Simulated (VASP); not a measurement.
The system is Pb.

```
Pb
1.0
     4.61333    0.00000    0.00000
     0.00000    4.61333    0.00000
     0.00000    0.00000    4.61333
Pb
3
Direct
  0.50000 0.00000 0.00000
  0.00000 0.50000 0.00000
  0.00000 0.00000 0.50000
```

| Quantity | Value |
| --- | --- |
| Program | VASP 6.6.1 |
| Task | relaxation of cell and atoms |
| Functional | PBE |
| Potentials or basis | VASP PAW PBE potentials, release 64 (Pb_d) |
| Cutoff | 600 eV |
| k mesh | 4 × 4 × 4 |
| Occupations | gaussian, width 0.1 eV |
| Spin | no spin polarisation |

At the start: pressure 4.1 GPa; volume 32.73 Å³/atom.

Problem. How do energy, volume and symmetry change on relaxing?

Solution. Over 3 steps the energy falls by 36.9 meV/atom and the volume is 35.89 Å³/atom (+9.6 %); space group Pm-3m (No. 221, to 0.05 Å).

Step by step:
| step | energy change (eV) | largest force (eV/Å) | pressure (GPa) | volume (Å³) |
| --- | --- | --- | --- | --- |
| 1 | 0.0000 | 0.0000 | 4.08 | 98.18 |
| 2 | -0.1029 | 0.0000 | -0.84 | 110.51 |
| 3 | -0.1106 | 0.0000 | 0.01 | 107.66 |

Final structure:
```yaml
crystal:
  lattice:
    - [4.75719, 0.00000, 0.00000]
    - [0.00000, 4.75719, 0.00000]
    - [0.00000, 0.00000, 4.75719]
  atoms:
    - { symbol: Pb, position: [0.50000, 0.00000, 0.00000] }
    - { symbol: Pb, position: [0.00000, 0.50000, 0.00000] }
    - { symbol: Pb, position: [0.00000, 0.00000, 0.50000] }
```
